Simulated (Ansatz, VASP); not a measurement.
# K: VASP beside Ansatz

INCAR

```
  ALGO = Normal
  EDIFF = 1E-7
  ENCUT = 520
  GGA = RE
  ISIF = 2
  ISMEAR = -1
  LASPH = True
  LCHARG = True
  LELF = True
  LREAL = False
  LVHAR = True
  LWAVE = False
  NBANDS = 16
  NELM = 80
  PREC = Accurate
  SIGMA = 0.1
```

File KPOINTS:

```
k-points
0
Gamma
  6 6 6
```

The input POSCAR:

```
K
1.0
    0.0000000000      5.0911003474      5.0911003474
    5.0911003474      0.0000000000      5.0911003474
    5.0911003474      5.0911003474      0.0000000000
K
2
Direct
    0.1250000000      0.1250000000      0.1250000000
    0.8750000000      0.8750000000      0.8750000000
```

Input for Ansatz:

```yaml
crystal:
  lattice:
    - [0.0, 5.0911003474, 5.0911003474]
    - [5.0911003474, 0.0, 5.0911003474]
    - [5.0911003474, 5.0911003474, 0.0]
  atoms:
    - { symbol: K, position: [0.125, 0.125, 0.125] }
    - { symbol: K, position: [0.875, 0.875, 0.875] }
hamiltonian:
  xc: revpbe
  pseudopotentials:
    kind: paw
    azcp:
      K: "pseudopotentials/K.paw.azcp"
basis:
  ecutwfc: 420
  fft_grid_basis: typed
kpoints:
  mp_grid: { grid: [6, 6, 6], shift: [0, 0, 0] }
magnetization:
  spin_polarized: false
scf:
  occupations: { method: fermi_dirac, width: 0.1 }
  lower_state_search: "off"
output:
  stress: true
```

Alike in both runs: task single point; functional revPBE; k mesh 6 × 6 × 6; occupations fermi-dirac, width 0.1 eV; no spin polarisation.

|  | VASP | Ansatz |
| --- | --- | --- |
| version | VASP 6.6.1 | Ansatz 0.2.0 |
| potentials or method | VASP PAW PBE potentials, release 64 (K_sv), cutoff 520 eV | plane waves (420 eV) with PAW, scalar-relativistic |
| valence electrons in the cell | 18 | 18 |

```csv
,VASP,Ansatz,Ansatz less VASP
pressure (GPa),-0.1,-0.1,+0.01
```

VASP's potentials were made for PBE, not for revPBE. The functional is the same, so the differences come from potentials, cutoffs and numerics.
